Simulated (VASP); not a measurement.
TaN (f.bd3), 2 atoms in the cell. It takes space group Fm-3m (No. 225, cubic). The conventional cell has a = 4.384 Å, b = 4.384 Å, c = 4.384 Å, α = 90.00°, β = 90.00°, γ = 90.00°. Ta (site symmetry m-3m) has 6 N at 2.19 Å within 2.9 Å. Within 2.9 Å of N (site symmetry m-3m) lie 6 Ta at 2.19 Å. 

| Item | Value |
| --- | --- |
| Program | VASP 6.6.1 |
| Task | single point |
| Functional | PBE |
| Dispersion | D3(BJ) |
| Potentials or basis | VASP PAW PBE potentials, release 64 (Ta_pv, N) |
| Cutoff | 600 eV |
| k mesh | 16 × 16 × 16 |
| Occupations | gaussian, width 0.1 eV |
| Spin | no spin polarisation |
| Dipole correction | no |
| Further INCAR settings | ALGO = Normal; EDIFF = 1e-06; NBANDS = 15 |

Potentials or basis: VASP PAW PBE potentials, release 64 (Ta_pv, N).

The run is started by

```console
$ cat potpaw_PBE.64/Ta_pv/POTCAR potpaw_PBE.64/N/POTCAR > POTCAR
$ mpirun -np 1 vasp_std > vasp.out
```

Hardware: 1 thread of Intel(R) Xeon(R) 6975P-C (Granite Rapids), on a shared host.

Question: Estimate the wall time of this run.

Answer: It took 35 s on 1 thread of Intel(R) Xeon(R) 6975P-C (Granite Rapids) (shared host), peak memory 0.21 GiB. Counts: scf iterations 13, k points 145.
